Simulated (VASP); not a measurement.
Wanted: the native input for a VASP 6.6.1 run.

| Property | Result |
| --- | --- |
| Task | single point |
| Functional | LDA |
| Potentials or basis | VASP PAW LDA potentials, release 64 (Al, C, H) |
| Cutoff | 520 eV |
| k mesh | 5 × 5 × 1 |
| Occupations | gaussian, width 0.1 eV |
| Spin | collinear spin |
| Starting moments | [0.0, 0.0, 0.0, 0.0, 0.0, 0.0, 0.0, 0.0, 0.0, 0.0, 0.0, 0.0, 1.0, 0.0] μB |
| Dipole correction | yes |
| Further INCAR settings | ALGO = Normal; EDIFF = 1e-06; NBANDS = 38 |

The structure of Al12HC lies in POSCAR:

```
Al12HC
1.0
    5.6343731020      0.0000000000      0.0000000000
    0.0000000000      5.6343731020      0.0000000000
    0.0000000000      0.0000000000     20.7039189548
Al C H
12 1 1
Direct
    0.2500000000      0.2500000000      0.1932001380
    0.2500000000      0.7500000000      0.1932001380
    0.7500000000      0.2500000000      0.1932001380
    0.7500000000      0.7500000000      0.1932001380
    0.0000000000      0.0000000000      0.2922907177
    0.0000000000      0.5000000000      0.2922907177
    0.5000000000      0.0000000000      0.2922907177
    0.5000000000      0.5000000000      0.2922907177
    0.2500000000      0.2500000000      0.3914195652
    0.2500000000      0.7500000000      0.3914195652
    0.7500000000      0.2500000000      0.3914195652
    0.7500000000      0.7500000000      0.3914195652
    0.4166666667      0.4166666667      0.4498445060
    0.4166666667      0.4166666667      0.5029132668
```

These files were run (other wordings do the same):

INCAR

```
SYSTEM = Al12HC
PREC = Accurate
ENCUT = 520
EDIFF = 1E-6
ISMEAR = 0
SIGMA = 0.1
LREAL = .False.
LASPH = .True.
NELM = 150
ALGO = Normal
ISIF = 2
LWAVE = .False.
LCHARG = .False.
ISPIN = 2
MAGMOM = 0 0 0 0 0 0 0 0 0 0 0 0 1 0
LORBIT = 11
LDIPOL = .True.
IDIPOL = 3
DIPOL = 0.5 0.5 0.319
NBANDS = 38
```

KPOINTS

```
regular mesh
0
Gamma
  5 5 1
  0 0 0
```

Potentials or basis: VASP PAW LDA potentials, release 64 (Al, C, H).

Run with:

```bash
$ cat potpaw_LDA.64/Al/POTCAR potpaw_LDA.64/C/POTCAR potpaw_LDA.64/H/POTCAR > POTCAR
$ mpirun -np 1 vasp_std > vasp.out
```

It gave:

```yaml
Largest_force: 2.467 eV/Å
Net_moment: 0.00 μB per cell
Valence_electrons_inside_the_program's_atomic_spheres: Al 0.79, 0.78, 0.80, 0.85, 0.77 (each value once); C 2.38; H 0.65
```

Wall time 9.4 min on 1 thread of Intel(R) Xeon(R) Platinum 8488C (Sapphire Rapids), on a shared host, peak memory 0.73 GiB.
